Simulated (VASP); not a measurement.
# Fe2Pt (P-3m1) in VASP: a series of runs

Runs on Fe2Pt. Level: PBE. Tasks: single point.

Program: VASP 6.6.1. These are calculated values, not measurements. Logs are shortened: lines on timing, memory, paths and dates and some standing lists are left out, and cuts for length are marked.

## (1) The cell of the first run

It takes space group P-3m1 (No. 164, trigonal). The conventional cell has a = 4.181 Å, b = 4.181 Å, c = 2.560 Å, α = 90.00°, β = 90.00°, γ = 120.00°. Within 3.4 Å of Fe (site symmetry 3m) lie 6 Pt at 2.56 to 2.96 Å and 8 Fe at 2.56 to 2.96 Å. Pt (site symmetry -3m) has 12 Fe at 2.56 to 2.96 Å and 2 Pt at 2.56 Å within 3.4 Å.

## (2) Single point, PBE, collinear spin, ferromagnetic start

File INCAR:

```
PREC = Accurate
ENCUT = 520
EDIFF = 1E-6
ISMEAR = 0
SIGMA = 0.1
LREAL = False
LASPH = True
NELM = 150
ALGO = Fast
ISIF = 2
LWAVE = False
LCHARG = False
ISPIN = 2
MAGMOM = 4 4 0
LORBIT = 11
LMAXMIX = 4
GGA = PE
NBANDS = 24
```

File KPOINTS:

```
regular mesh
0
Gamma
  6 6 6
```

File POSCAR:

```
Fe2Pt
1.0
    4.1810489600      0.0000000000      0.0000000000
   -2.0905244800      3.6208946200      0.0000000000
    0.0000000000      0.0000000000      2.5603591400
Fe Pt
2 1
Direct
    0.3333333300      0.6666666700      0.8333333300
    0.6666666700      0.3333333300      0.1666666700
    0.0000000000      0.0000000000      0.5000000000
```

Potentials or basis: VASP PAW PBE potentials, release 64 (Fe, Pt).

Command:

```
$ cat potpaw_PBE.64/Fe/POTCAR potpaw_PBE.64/Pt/POTCAR > POTCAR
$ mpirun -np 1 vasp_std > vasp.out
```

OUTCAR:

```text
PREC = Accurate
   ENCUT = 520
   EDIFF = 1E-6
   ISMEAR = 0
   LREAL = False
   LASPH = True
   NELM = 150
   ISIF = 2
   ISPIN = 2
   LORBIT = 11
   GGA = PE

 ion  position               nearest neighbor table
   1  0.333  0.667  0.833-   3 2.56   2 2.56   2 2.56   3 2.56   3 2.56   2 2.56   2 2.96   2 2.96
                             3 2.96   3 2.96   3 2.96   2 2.96
   2  0.667  0.333  0.167-   3 2.56   1 2.56   1 2.56   3 2.56   3 2.56   1 2.56   1 2.96   1 2.96
                             3 2.96   3 2.96   3 2.96   1 2.96
   3  0.000  0.000  0.500-   1 2.56   2 2.56   2 2.56   1 2.56   2 2.56   1 2.56   2 2.96   1 2.96
                             2 2.96   1 2.96   2 2.96   1 2.96

  LATTYP: Found a hexagonal cell.
 ALAT       =     4.1810489600
 C/A-ratio  =     0.6123724368

  Lattice vectors:

 A1 = (   4.1810489600,   0.0000000000,   0.0000000000)
 A2 = (  -2.0905244800,   3.6208946200,   0.0000000000)
 A3 = (   0.0000000000,   0.0000000000,   2.5603591400)

Analysis of symmetry for initial positions (statically):
=====================================================================
 Subroutine PRICEL returns:
 Original cell was already a primitive cell.

 Routine SETGRP: Setting up the symmetry group for a
 hexagonal supercell.

 Subroutine GETGRP returns: Found 12 space group operations
 (whereof 12 operations were pure point group operations)
 out of a pool of 24 trial point group operations.

The static configuration has the point symmetry D_3d.

Analysis of symmetry for dynamics (positions and initial velocities):
=====================================================================
 Subroutine PRICEL returns:
 Original cell was already a primitive cell.

 Routine SETGRP: Setting up the symmetry group for a
 hexagonal supercell.

 Subroutine GETGRP returns: Found 12 space group operations
 (whereof 12 operations were pure point group operations)
 out of a pool of 24 trial point group operations.

The dynamic configuration has the point symmetry D_3d.

Analysis of structural, dynamic, and magnetic symmetry:
=====================================================================
 Subroutine PRICEL returns:
 Original cell was already a primitive cell.

 Routine SETGRP: Setting up the symmetry group for a
 hexagonal supercell.

 Subroutine GETGRP returns: Found 12 space group operations
 (whereof 12 operations were pure point group operations)
[... 127 lines left out ...]
  Thomas-Fermi vector in A             =   2.552622
   LORBIT       =     11    0 simple, 1 ext, 2 COOP (PROOUT), +10 PAW based schemes
   GGA     = PE    functional components
   LHFCALC =     F    Hartree Fock is set to
   AEXX    =    0.0000 exact exchange contribution
   IVDW    =     0    specifies the selected vdW correction
   LEPSILON=     F    determine dielectric tensor
   LRPA    =     F    only Hartree local field effects (RPA)
 spin polarized calculation
 RMM-DIIS sequential band-by-band and
 Gauss-broadening in eV      SIGMA  =   0.10
  energy-cutoff  :      520.00
  volume of cell :       38.76
 maximum number of plane-waves:      1071
 NGX is ok and might be reduce to    32
   NGX = 15   NGY = 15   NGZ =  9

 number of electron      26.0000008 magnetization       6.0280629

 Free energy of the ion-electron system (eV)
  ---------------------------------------------------
  ext. energy  EPLUGINS =         0.00000000
  ---------------------------------------------------
  free energy    TOTEN  =       -22.66593462 eV

  energy without entropy =      -22.64938269  energy(sigma->0) =      -22.65765865

 E-fermi :   8.1357     XC(G=0): -13.0928

 val. band max:        8.1323188768   @ k =   0.5000  -0.0000   0.0000
 cond. band min:       8.1446619554   @ k =   0.5000  -0.0000   0.5000
 fundamental gap:      0.0123430786
 Fermi energy:         8.1356737191

 spin component 1

 k-point     1 :       0.0000    0.0000    0.0000
  band No.  band energies     occupation
      1      -1.4318      1.00000
      2       1.7822      1.00000
      3       3.3132      1.00000
      4       3.3132      1.00000
      5       4.2101      1.00000
      6       4.6148      1.00000
[... 637 lines left out ...]
     23      20.9875      0.00000
     24      23.3295      0.00000

 [... further k-points ...]

 spin component 2

 k-point     1 :       0.0000    0.0000    0.0000
  band No.  band energies     occupation
      1      -1.2321      1.00000
      2       2.1271      1.00000
      3       3.6611      1.00000
      4       3.6611      1.00000
      5       6.0862      1.00000
      6       6.4156      1.00000
[... 637 lines left out ...]
     23      21.6558      0.00000
     24      23.8304      0.00000

 [... further k-points ...]

------------------------ aborting loop because EDIFF is reached ----------------------------------------

  FORCE on cell =-STRESS in cart. coord.  units (eV):
  Direction    XX          YY          ZZ          XY          YZ          ZX
  --------------------------------------------------------------------------------------
  -------------------------------------------------------------------------------------
  Total        1.7218927      1.7218927      4.0361325      0.0000000     -0.0000000      0.0000000
  in kB       71.1728965     71.1728967    166.8299297      0.0000000     -0.0000000      0.0000000
  external PRESSURE =     103.0585743 kB  Pullay stress =       0.0000000 kB

 VOLUME and BASIS-vectors are now :
 -----------------------------------------------------------------------------
  energy-cutoff  :      520.00
  volume of cell :       38.76
      direct lattice vectors                 reciprocal lattice vectors
     4.181048960  0.000000000  0.000000000     0.239174430  0.138087421  0.000000000
    -2.090524480  3.620894620  0.000000000     0.000000000  0.276174842  0.000000000
     0.000000000  0.000000000  2.560359140     0.000000000  0.000000000  0.390570207

 POSITION                                       TOTAL-FORCE (eV/Angst)
 -----------------------------------------------------------------------------------
     -0.00000      2.41393      2.13363        -0.000000      0.000000      0.679393
      2.09052      1.20696      0.42673         0.000000     -0.000000     -0.679393
      0.00000      0.00000      1.28018        -0.000000      0.000000      0.000000
 -----------------------------------------------------------------------------------
    total drift:                                0.000000      0.000000     -0.000000

  FREE ENERGIE OF THE ION-ELECTRON SYSTEM (eV)
  ---------------------------------------------------
  free  energy   TOTEN  =       -22.6659346159 eV

  energy  without entropy=      -22.6493826906  energy(sigma->0) =      -22.65765865

 total charge

# of ion       s       p       d       tot
------------------------------------------
    1        0.433   0.480   6.186   7.098
    2        0.433   0.480   6.186   7.098
    3        0.763   0.751   8.051   9.565
--------------------------------------------------
tot          1.628   1.711  20.423  23.762

 magnetization (x)

# of ion       s       p       d       tot
------------------------------------------
    1        0.002  -0.013   2.784   2.773
    2        0.002  -0.013   2.784   2.773
    3       -0.014  -0.076   0.518   0.427
--------------------------------------------------
tot         -0.010  -0.102   6.085   5.973
```

OSZICAR:

```text
N       E                     dE             d eps       ncg     rms          rms(c)
DAV:   1     0.166430770336E+03    0.16643E+03   -0.11493E+04  3272   0.129E+03
DAV:   2    -0.164855271280E+02   -0.18292E+03   -0.16641E+03  3312   0.273E+02
DAV:   3    -0.243278734186E+02   -0.78423E+01   -0.75219E+01  4000   0.715E+01
DAV:   4    -0.244269760156E+02   -0.99103E-01   -0.99058E-01  3752   0.701E+00
DAV:   5    -0.244298671849E+02   -0.28912E-02   -0.28911E-02  4120   0.119E+00    0.209E+01
RMM:   6    -0.245791582757E+02   -0.14929E+00   -0.10864E+01  3560   0.354E+01    0.205E+01
RMM:   7    -0.229488478687E+02    0.16303E+01   -0.28723E+00  3422   0.168E+01    0.867E+00
RMM:   8    -0.227271250720E+02    0.22172E+00   -0.37645E-01  3609   0.547E+00    0.429E+00
RMM:   9    -0.226875630659E+02    0.39562E-01   -0.43529E-02  3635   0.209E+00    0.280E+00
RMM:  10    -0.226671617489E+02    0.20401E-01   -0.44015E-02  3622   0.125E+00    0.678E-01
RMM:  11    -0.226658501599E+02    0.13116E-02   -0.56655E-03  3673   0.755E-01    0.238E-01
RMM:  12    -0.226659748874E+02   -0.12473E-03   -0.18797E-03  3791   0.300E-01    0.116E-01
RMM:  13    -0.226659368444E+02    0.38043E-04   -0.25021E-04  4064   0.118E-01    0.689E-02
RMM:  14    -0.226659343559E+02    0.24886E-05   -0.92039E-05  3767   0.639E-02    0.257E-02
RMM:  15    -0.226659353817E+02   -0.10259E-05   -0.18806E-05  4228   0.300E-02    0.119E-02
RMM:  16    -0.226659346159E+02    0.76583E-06   -0.37406E-06  3122   0.134E-02
   1 F= -.22665935E+02 E0= -.22657659E+02  d E =-.165519E-01  mag=     6.0284
```

Wall time 35 s (1 thread of Intel Xeon Platinum 8559C (Emerald Rapids), shared host); peak memory 0.19 GiB.

What came out:

```yaml
Free_energy: -22.6659 eV
Pressure: 10.3 GPa
Largest_force: 0.679 eV/Å
Band_gap_on_the_k_mesh: zero (filled and empty bands overlap)
Net_moment: 6.03 μB per cell
Site_moments: Fe +2.77; Pt +0.43 μB
Valence_electrons_inside_the_program's_atomic_spheres: Fe 7.10; Pt 9.56
```

Forces on the atoms (eV/Å):
```
Fe   0.000  0.000  0.679
Fe   0.000  0.000 -0.679
Pt   0.000  0.000  0.000
```

Stress tensor (GPa, compression positive):
```
 7.12  0.00  0.00
 0.00  7.12  0.00
 0.00  0.00 16.68
```

Levels at points of the mesh, in eV from the Fermi level:
Spin up:
| k point | band 13 | band 14 | band 15 | band 16 | band 17 | band 18 | band 19 | band 20 |
| --- | --- | --- | --- | --- | --- | --- | --- | --- |
| (0.00, 0.00, 0.00) | -1.56 | -1.56 | -1.12 | -1.12 | 5.64 | 5.64 | 6.98 | 7.34 |
| (0.50, 0.00, 0.00) | -1.48 | -1.29 | -1.17 | -1.01 | -0.18 | -0.12 | 6.56 | 13.54 |
| (0.00, 0.00, 0.50) | -0.55 | -0.48 | -0.48 | 1.03 | 2.84 | 8.14 | 8.14 | 8.34 |
| (0.50, 0.00, 0.50) | -1.03 | -0.69 | -0.17 | -0.01 | 2.97 | 4.18 | 6.53 | 8.78 |
Spin down:
```csv
k point,band 7,band 8,band 9,band 10,band 11,band 12,band 13,band 14
"(0.00, 0.00, 0.00)",-1.72,-1.63,-1.63,-0.78,0.03,0.03,1.42,1.42
"(0.50, 0.00, 0.00)",-1.36,-1.11,-1.03,-0.31,0.00,0.65,0.98,1.16
"(0.00, 0.00, 0.50)",-1.64,-1.64,0.67,0.67,1.53,1.53,1.78,1.80
"(0.50, 0.00, 0.50)",-1.77,-0.83,-0.04,0.01,0.81,0.90,1.04,1.42
```

Caveat: the k points lie up to 0.41 Å⁻¹ apart; spin-orbit coupling is left out, which moves the levels of the heavy elements.

## (3) Single point, PBE, collinear spin, ferromagnetic start

This run uses another cell than the first one, of 13.40 Å³/atom, 1.037 times its volume.

File INCAR:

```
  ALGO = Normal
  EDIFF = 1E-7
  ENCUT = 520
  GGA = PE
  ISIF = 2
  ISMEAR = 0
  ISPIN = 2
  LASPH = T
  LCHARG = F
  LMAXMIX = 4
  LORBIT = 11
  LREAL = F
  LWAVE = F
  MAGMOM = 4 4 0
  NBANDS = 24
  NELM = 150
  PREC = Accurate
  SIGMA = 0.1
```

File KPOINTS:

```
k-points
0
Gamma
  6 6 6
```

File POSCAR:

```
Fe2Pt
1.0
    4.1864305934      0.0000000000      0.0000000000
   -2.0932152967      3.6255552451      0.0000000000
    0.0000000000      0.0000000000      2.6480873421
Fe Pt
2 1
Direct
    0.3333333333      0.6666666667      0.8861206510
    0.6666666667      0.3333333333      0.1138793490
    0.0000000000      0.0000000000      0.5000000000
```

Potentials or basis: VASP PAW PBE potentials, release 64 (Fe, Pt).

Command:

```
$ cat potpaw_PBE.64/Fe/POTCAR potpaw_PBE.64/Pt/POTCAR > POTCAR
$ mpirun -np 1 vasp_std > vasp.out
```

It took 32 s on 1 thread of Intel Xeon Platinum 8559C (Emerald Rapids), shared host; peak memory 0.2 GiB.

The run converged. Its results:

| Property | Result |
| --- | --- |
| Free energy | -22.8257 eV |
| Pressure | -0.2 GPa |
| Largest force | 0.013 eV/Å |
| Band gap on the k mesh | zero (filled and empty bands overlap) |
| Net moment | 5.98 μB per cell |
| Site moments | Fe +2.77; Pt +0.41 μB |
| Valence electrons inside the program's atomic spheres | Fe 7.05; Pt 9.42 |

Forces on the atoms (eV/Å):
```
Fe   0.000  0.000  0.013
Fe   0.000  0.000 -0.013
Pt   0.000  0.000  0.000
```

Stress tensor (GPa, compression positive):
```
-0.06  0.00  0.00
 0.00 -0.06  0.00
 0.00  0.00 -0.45
```

Levels at points of the mesh, in eV from the Fermi level:
Spin up:
| k point | band 13 | band 14 | band 15 | band 16 | band 17 | band 18 | band 19 | band 20 |
| --- | --- | --- | --- | --- | --- | --- | --- | --- |
| (0.00, 0.00, 0.00) | -1.76 | -1.76 | -1.02 | -1.02 | 5.79 | 5.79 | 7.08 | 7.39 |
| (0.50, 0.00, 0.00) | -1.33 | -1.27 | -1.05 | -1.03 | -0.12 | 0.09 | 6.53 | 13.67 |
| (0.00, 0.00, 0.50) | -0.71 | -0.39 | -0.39 | 0.91 | 2.19 | 7.96 | 7.96 | 8.07 |
| (0.50, 0.00, 0.50) | -1.20 | -0.83 | -0.13 | 0.02 | 2.23 | 4.12 | 6.05 | 9.05 |
Spin down:
```tsv
k point	band 8	band 9	band 10	band 11	band 12	band 13
(0.00, 0.00, 0.00)	-1.43	-1.43	-0.70	-0.01	-0.01	1.14
(0.50, 0.00, 0.00)	-1.07	-1.04	-0.37	0.22	0.56	1.21
(0.00, 0.00, 0.50)	-1.15	0.89	0.89	1.44	1.44	1.66
(0.50, 0.00, 0.50)	-1.07	-0.16	-0.15	0.70	1.11	1.14
```

Caveat: the k points lie up to 0.40 Å⁻¹ apart; spin-orbit coupling is left out, which moves the levels of the heavy elements.

(Part 1 of 2 ends here.)
